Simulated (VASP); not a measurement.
# AlCo (P4/mmm) in VASP: a series of runs

The runs below take AlCo through single point, with PBE.

Everything below comes from runs of VASP 6.6.1. Logs are shortened: lines on timing, memory, paths and dates and some standing lists are left out, and cuts for length are marked.

### 1 The cell of the first run

The structure is tetragonal, space group P4/mmm (No. 123). Conventional cell: a = 2.932 Å, b = 2.932 Å, c = 2.594 Å, α = 90.00°, β = 90.00°, γ = 90.00°. Within 3.2 Å of Al (site symmetry 4/mmm) lie 8 Co at 2.45 Å and 6 Al at 2.59 to 2.93 Å. Within 3.2 Å of Co (site symmetry 4/mmm) lie 8 Al at 2.45 Å and 6 Co at 2.59 to 2.93 Å.

### 2 Single point, PBE, collinear spin, ferrimagnetic start (strain +0.040 along x and y, -0.080 along z)

INCAR

```
SYSTEM = AlCo
ALGO     = Normal         ! electronic algorithm
EDIFF    = 1E-6           ! SCF threshold, eV
ENCUT    = 520            ! plane-wave cutoff, eV
GGA      = PE             ! functional
ISIF     = 2              ! what is computed and relaxed
ISMEAR   = 0              ! smearing method
ISPIN    = 2              ! spin polarisation
LASPH    = .TRUE.         ! aspherical terms in the spheres
LCHARG   = .TRUE.         ! write CHGCAR
LELF     = .TRUE.         ! ELF
LMAXMIX  = 4              ! l up to which the mixer works
LORBIT   = 11             ! projections on sites
LREAL    = .FALSE.        ! projectors in reciprocal space
LVHAR    = .TRUE.       
LWAVE    = .FALSE.        ! write WAVECAR
MAGMOM   = -0.01 0.16     ! initial moments
NBANDS   = 17             ! bands
NELM     = 150            ! most SCF steps
PREC     = Accurate       ! precision mode
SIGMA    = 0.15           ! smearing width, eV
```

KPOINTS

```
k-points
0
G
  16 16 16
  0 0 0
```

POSCAR

```
AlCo
1.0
    2.9321793384      0.0000000000      0.0000000000
    0.0000000000      2.9321793384      0.0000000000
    0.0000000000      0.0000000000      2.5938509532
Al Co
1 1
Direct
    0.0000000000      0.0000000000      0.0000000000
    0.5000000000      0.5000000000      0.5000000000
```

Potentials or basis: VASP PAW PBE potentials, release 64 (Al, Co).

The run is started by

```bash
cat potpaw_PBE.64/Al/POTCAR potpaw_PBE.64/Co/POTCAR > POTCAR
mpirun -np 1 vasp_std > vasp.out
```

OUTCAR:

```text
SYSTEM = AlCo
   EDIFF = 1E-6
   ENCUT = 520
   GGA = PE
   ISIF = 2
   ISMEAR = 0
   ISPIN = 2
   LASPH = .TRUE.
   LORBIT = 11
   LREAL = .FALSE.
   NELM = 150
   PREC = Accurate

 ion  position               nearest neighbor table
   1  0.000  0.000  0.000-   2 2.45   2 2.45   2 2.45   2 2.45   2 2.45   2 2.45   2 2.45   2 2.45

   2  0.500  0.500  0.500-   1 2.45   1 2.45   1 2.45   1 2.45   1 2.45   1 2.45   1 2.45   1 2.45

  LATTYP: Found a simple tetragonal cell.
 ALAT       =     2.9321793384
 C/A-ratio  =     0.8846153846

  Lattice vectors:

 A1 = (   2.9321793384,   0.0000000000,   0.0000000000)
 A2 = (   0.0000000000,   2.9321793384,   0.0000000000)
 A3 = (   0.0000000000,   0.0000000000,   2.5938509532)

Analysis of symmetry for initial positions (statically):
=====================================================================
 Subroutine PRICEL returns:
 Original cell was already a primitive cell.

 Routine SETGRP: Setting up the symmetry group for a
 simple tetragonal supercell.

 Subroutine GETGRP returns: Found 16 space group operations
 (whereof 16 operations were pure point group operations)
 out of a pool of 16 trial point group operations.

The static configuration has the point symmetry D_4h.

Analysis of symmetry for dynamics (positions and initial velocities):
=====================================================================
 Subroutine PRICEL returns:
 Original cell was already a primitive cell.

 Routine SETGRP: Setting up the symmetry group for a
 simple tetragonal supercell.

 Subroutine GETGRP returns: Found 16 space group operations
 (whereof 16 operations were pure point group operations)
 out of a pool of 16 trial point group operations.

The dynamic configuration has the point symmetry D_4h.

Analysis of structural, dynamic, and magnetic symmetry:
=====================================================================
 Subroutine PRICEL returns:
 Original cell was already a primitive cell.

 Routine SETGRP: Setting up the symmetry group for a
 simple tetragonal supercell.

 Subroutine GETGRP returns: Found 16 space group operations
 (whereof 16 operations were pure point group operations)
 out of a pool of 16 trial point group operations.

The overall configuration has the point symmetry D_4h.

 Subroutine INISYM returns: Found 16 space group operations
 (whereof 16 operations are pure point group operations),
 and found     1 'primitive' translations

----------------------------------------------------------------------------------------

                                     Primitive cell

  volume of cell :      22.3011

  direct lattice vectors                    reciprocal lattice vectors
     2.932179338  0.000000000  0.000000000     0.341043260  0.000000000  0.000000000
     0.000000000  2.932179338  0.000000000     0.000000000  0.341043260  0.000000000
     0.000000000  0.000000000  2.593850953     0.000000000  0.000000000  0.385527163

  length of vectors
     2.932179338  2.932179338  2.593850953     0.341043260  0.341043260  0.385527163

  position of ions in fractional coordinates (direct lattice)
     0.000000000  0.000000000  0.000000000
     0.500000000  0.500000000  0.500000000

  ion indices of the primitive-cell ions
   primitive index   ion index
                 1           1
                 2           2

----------------------------------------------------------------------------------------

 KPOINTS: k-points

Automatic generation of k-mesh.
 Grid dimensions read from file:
 generate k-points for:   16   16   16

 Generating k-lattice:

  Cartesian coordinates                     Fractional coordinates (reciprocal lattice)
     0.021315204  0.000000000  0.000000000     0.062500000  0.000000000  0.000000000
     0.000000000  0.021315204  0.000000000     0.000000000  0.062500000  0.000000000
     0.000000000  0.000000000  0.024095448     0.000000000  0.000000000  0.062500000

  Length of vectors
     0.021315204  0.021315204  0.024095448

  Shift w.r.t. Gamma in fractional coordinates (k-lattice)
     0.000000000  0.000000000  0.000000000

 Subroutine IBZKPT returns following result:
 ===========================================

 Found    405 irreducible k-points:

 Following reciprocal coordinates:
            Coordinates               Weight
  0.000000  0.000000  0.000000      1.000000
  0.062500  0.000000  0.000000      4.000000
  0.125000  0.000000  0.000000      4.000000
  0.187500  0.000000  0.000000      4.000000
  0.250000  0.000000  0.000000      4.000000
  0.312500  0.000000  0.000000      4.000000
[... 16 lines left out ...]
  0.437500  0.125000  0.000000      8.000000
  0.500000  0.125000  0.000000      4.000000
 [... further k-points ...]
   k-points           NKPTS =    405   k-points in BZ     NKDIM =    405   number of bands    NBANDS=     17
   number of dos      NEDOS =    301   number of ions     NIONS =      2
   total plane-waves  NPLWV =  11520
   dimension x,y,z NGX =    24 NGY =   24 NGZ =   20
   dimension x,y,z NGXF=    48 NGYF=   48 NGZF=   40
   ions per type =               1   1
   NGX,Y,Z   is equivalent  to a cutoff of  13.61, 13.61, 12.82 a.u.
   NGXF,Y,Z  is equivalent  to a cutoff of  27.21, 27.21, 25.64 a.u.
 SYSTEM =  AlCo
   PREC   = accura    normal or accurate (medium, high low for compatibility)
   ISTART =      0    job   : 0-new  1-cont  2-samecut
   ICHARG =      2    charge: 1-file 2-atom 10-const
   ISPIN  =      2    spin polarized calculation?
   LNONCOLLINEAR =      F non collinear calculations
   LSORBIT =      F    spin-orbit coupling
   LASPH  =      T    aspherical Exc in radial PAW
   ENCUT  =  520.0 eV  38.22 Ry    6.18 a.u.   5.45  5.45  4.82*2*pi/ulx,y,z
   NELM   =    150;   NELMIN=  2; NELMDL= -5     # of ELM steps
   EDIFF  = 0.1E-05   stopping-criterion for ELM
   LREAL  =      F    real-space projection
   EDIFFG = 0.1E-04   stopping-criterion for IOM
   NSW    =      0    number of steps for IOM
   IBRION =     -1    ionic relax: 0-MD 1-quasi-New 2-CG
   NFREE  =      0    steps in history (QN), initial steepest desc. (CG)
   ISIF   =      2    stress and relaxation
   ISYM   =      2    0-nonsym 1-usesym 2-fastsym
   POTIM  = 0.5000    time-step for ionic-motion
   TEBEG  =    0.0;   TEEND  =   0.0 temperature during run
   PSTRESS=    0.0 pullay stress
   NELECT =      12.0000    total number of electrons
   NUPDOWN=      -1.0000    fix difference up-down
   EMIN   =  10.00;   EMAX   =-10.00  energy-range for DOS
   EFERMI =   0.00;   METHOD = LEGACY
   ISMEAR =     0;   SIGMA  =   0.15  broadening in eV -4-tet -1-fermi 0-gaus
   EFERMI_NEDOS =   21; number of points for ismear=-14 and -15
   IALGO  =     38    algorithm
   IMIX   =      4    mixing-type and parameters
     AMIX     =   0.40;   BMIX     =  1.00
     AMIX_MAG =   1.60;   BMIX_MAG =  1.00
  volume/ion in A,a.u.               =      11.15        75.25
  Fermi-wavevector in a.u.,A,eV,Ry     =   1.331557  2.516279 24.123743  1.773045
  Thomas-Fermi vector in A             =   2.460559
   LORBIT       =     11    0 simple, 1 ext, 2 COOP (PROOUT), +10 PAW based schemes
   GGA     = PE    functional components
   LHFCALC =     F    Hartree Fock is set to
   AEXX    =    0.0000 exact exchange contribution
   IVDW    =     0    specifies the selected vdW correction
   LEPSILON=     F    determine dielectric tensor
   LRPA    =     F    only Hartree local field effects (RPA)
 spin polarized calculation
 Gauss-broadening in eV      SIGMA  =   0.15
  energy-cutoff  :      520.00
  volume of cell :       22.30
 maximum number of plane-waves:       622
 NGX is ok and might be reduce to    24
   NGX = 11   NGY = 11   NGZ =  9

 number of electron      12.0000007 magnetization       0.0057128

 number of electron      12.0000007 magnetization      -0.0002690

 Free energy of the ion-electron system (eV)
  ---------------------------------------------------
  ext. energy  EPLUGINS =         0.00000000
  ---------------------------------------------------
  free energy    TOTEN  =       -11.80923268 eV

  energy without entropy =      -11.79404842  energy(sigma->0) =      -11.80164055

 E-fermi :  10.9467     XC(G=0): -12.4455

 val. band max:       10.9430278659   @ k =   0.5000   0.2500   0.5000
 cond. band min:      10.9501340829   @ k =   0.5000   0.1250   0.1250
 fundamental gap:      0.0071062171
 Fermi energy:        10.9467167493

 spin component 1

 k-point     1 :       0.0000    0.0000    0.0000
  band No.  band energies     occupation
      1      -0.2627      1.00000
      2       7.8512      1.00000
      3       8.0502      1.00000
      4       9.9041      1.00000
      5      10.4582      1.00000
      6      10.4582      1.00000
[... 9 lines left out ...]
     16      34.3832      0.00000
     17      34.3832      0.00000
[... 441 lines left out ...]
 k-point    24 :       0.5000    0.1250    0.0000
  band No.  band energies     occupation
      1       3.8263      1.00000
      2       4.4113      1.00000
      3       8.5374      1.00000
      4       8.8431      1.00000
      5       9.9318      1.00000
      6      10.4548      1.00000
[... 9 lines left out ...]
     16      33.2687      0.00000
     17      35.7279      0.00000

 [... further k-points ...]

 spin component 2

 k-point     1 :       0.0000    0.0000    0.0000
  band No.  band energies     occupation
      1      -0.2627      1.00000
      2       7.8507      1.00000
      3       8.0499      1.00000
      4       9.9039      1.00000
      5      10.4580      1.00000
      6      10.4580      1.00000
[... 9 lines left out ...]
     16      34.3832      0.00000
     17      34.3832      0.00000
[... 441 lines left out ...]
 k-point    24 :       0.5000    0.1250    0.0000
  band No.  band energies     occupation
      1       3.8264      1.00000
      2       4.4113      1.00000
      3       8.5370      1.00000
      4       8.8430      1.00000
      5       9.9316      1.00000
      6      10.4546      1.00000
[... 9 lines left out ...]
     16      33.2687      0.00000
     17      35.7279      0.00000

 [... further k-points ...]

------------------------ aborting loop because EDIFF is reached ----------------------------------------

  FORCE on cell =-STRESS in cart. coord.  units (eV):
  Direction    XX          YY          ZZ          XY          YZ          ZX
  --------------------------------------------------------------------------------------
  -------------------------------------------------------------------------------------
  Total       -0.0324571     -0.0324571      4.2488368      0.0000000      0.0000000      0.0000000
  in kB       -2.3318168     -2.3318168    305.2492123      0.0000000      0.0000000      0.0000000
  external PRESSURE =     100.1951929 kB  Pullay stress =       0.0000000 kB

 VOLUME and BASIS-vectors are now :
 -----------------------------------------------------------------------------
  energy-cutoff  :      520.00
  volume of cell :       22.30
      direct lattice vectors                 reciprocal lattice vectors
     2.932179338  0.000000000  0.000000000     0.341043260  0.000000000  0.000000000
     0.000000000  2.932179338  0.000000000     0.000000000  0.341043260  0.000000000
     0.000000000  0.000000000  2.593850953     0.000000000  0.000000000  0.385527163

 POSITION                                       TOTAL-FORCE (eV/Angst)
 -----------------------------------------------------------------------------------
      0.00000      0.00000      0.00000         0.000000      0.000000      0.000000
      1.46609      1.46609      1.29693         0.000000      0.000000      0.000000
 -----------------------------------------------------------------------------------
    total drift:                                0.000000     -0.000000     -0.000000

  FREE ENERGIE OF THE ION-ELECTRON SYSTEM (eV)
  ---------------------------------------------------
  free  energy   TOTEN  =       -11.8092326759 eV

  energy  without entropy=      -11.7940484219  energy(sigma->0) =      -11.80164055

 total charge

# of ion       s       p       d       tot
------------------------------------------
    1        0.403   0.450   0.000   0.853
    2        0.456   0.536   7.534   8.526
--------------------------------------------------
tot          0.859   0.987   7.534   9.379

 magnetization (x)

# of ion       s       p       d       tot
------------------------------------------
    1       -0.000   0.000   0.000   0.000
    2       -0.000   0.000  -0.000  -0.000
--------------------------------------------------
tot         -0.000   0.000  -0.000  -0.000
```

Run time: 9.8 min. Hardware: 1 thread of Oxide Virtual Turin-like, shared host; peak memory 0.3 GiB.

What came out:

| Quantity | Value |
| --- | --- |
| Free energy | -11.8092 eV |
| Pressure | 10.0 GPa |
| Band gap on the k mesh | zero (filled and empty bands overlap) |
| Net moment | 0.00 μB per cell |
| Valence electrons inside the program's atomic spheres | Al 0.85; Co 8.53 |

Stress tensor (GPa, compression positive):
```
-0.23  0.00  0.00
 0.00 -0.23  0.00
 0.00  0.00 30.52
```

Caveat: the cell differs from its parent crystal (strain +0.040 along x and y, -0.080 along z).

### 3 Single point, PBE, collinear spin, ferrimagnetic start (strain +0.080 along x and y, -0.040 along z)

INCAR

```
SYSTEM = AlCo
PREC = Accurate
ENCUT = 520
EDIFF = 1E-7
ISMEAR = 0
SIGMA = 0.15
LREAL = .FALSE.
LASPH = .TRUE.
NELM = 150
ALGO = Normal
ISIF = 2
LWAVE = .FALSE.
LCHARG = .FALSE.
ISPIN = 2
MAGMOM = -0.01 0.16
LORBIT = 11
LMAXMIX = 4
GGA = PE
NBANDS = 17
```

KPOINTS

```
regular mesh
0
G
  16 16 16
  0 0 0
```

POSCAR

```
AlCo
1.0
    3.0449554668      0.0000000000      0.0000000000
    0.0000000000      3.0449554668      0.0000000000
    0.0000000000      0.0000000000      2.7066270816
Al Co
1 1
Direct
    0.0000000000      0.0000000000      0.0000000000
    0.5000000000      0.5000000000      0.5000000000
```

Potentials or basis: VASP PAW PBE potentials, release 64 (Al, Co).

The run is started by

```bash
cat potpaw_PBE.64/Al/POTCAR potpaw_PBE.64/Co/POTCAR > POTCAR
mpirun -np 1 vasp_std > vasp.out
```

Run time: 8.6 min. Hardware: 1 thread of Oxide Virtual Turin-like, shared host; peak memory 0.32 GiB.

It converged, with:

* Free energy: -11.8010 eV
* Pressure: -10.2 GPa
* Band gap on the k mesh: zero (filled and empty bands overlap)
* Net moment: 0.00 μB per cell
* Valence electrons inside the program's atomic spheres: Al 0.79; Co 8.31

Stress tensor (GPa, compression positive):
```
-17.03   0.00   0.00
  0.00 -17.03   0.00
  0.00   0.00   3.43
```

Levels at points of the mesh, in eV from the Fermi level:
Spin up:
```
           k point  band 2  band 3  band 4  band 5  band 6  band 7  band 8  band 9  band 10  band 11
(0.00, 0.00, 0.00)   -2.56   -2.41   -0.86   -0.41   -0.41    4.40    4.40    8.09     8.32     8.63
(0.50, 0.00, 0.00)   -6.22   -2.03   -1.68   -0.88   -0.35   -0.02    8.02    8.94     9.50    12.93
(0.50, 0.50, 0.00)   -2.85   -2.85   -2.77   -0.78   -0.78   -0.29    1.63    2.49    14.07    15.86
(0.00, 0.00, 0.50)   -5.45   -1.81   -1.60   -1.60   -0.67    0.94    8.53    9.36     9.36    10.70
(0.50, 0.00, 0.50)   -2.49   -2.44   -1.72   -1.41   -1.30   -0.02    2.85    3.45    11.20    13.89
(0.50, 0.50, 0.50)   -3.38   -3.38   -0.21    0.16    2.48    2.48    2.82    3.59     4.18     5.46
```
Spin down:
```tsv
k point	band 2	band 3	band 4	band 5	band 6	band 7	band 8	band 9	band 10	band 11
(0.00, 0.00, 0.00)	-2.56	-2.41	-0.86	-0.41	-0.41	4.40	4.40	8.09	8.32	8.63
(0.50, 0.00, 0.00)	-6.22	-2.03	-1.68	-0.88	-0.35	-0.02	8.02	8.94	9.50	12.93
(0.50, 0.50, 0.00)	-2.85	-2.85	-2.77	-0.78	-0.78	-0.29	1.63	2.49	14.07	15.86
(0.00, 0.00, 0.50)	-5.45	-1.81	-1.60	-1.60	-0.67	0.94	8.53	9.36	9.36	10.70
(0.50, 0.00, 0.50)	-2.49	-2.44	-1.72	-1.41	-1.30	-0.02	2.85	3.45	11.20	13.89
(0.50, 0.50, 0.50)	-3.38	-3.38	-0.21	0.16	2.48	2.48	2.82	3.59	4.18	5.46
```

Caveat: the cell differs from its parent crystal (strain +0.080 along x and y, -0.040 along z).
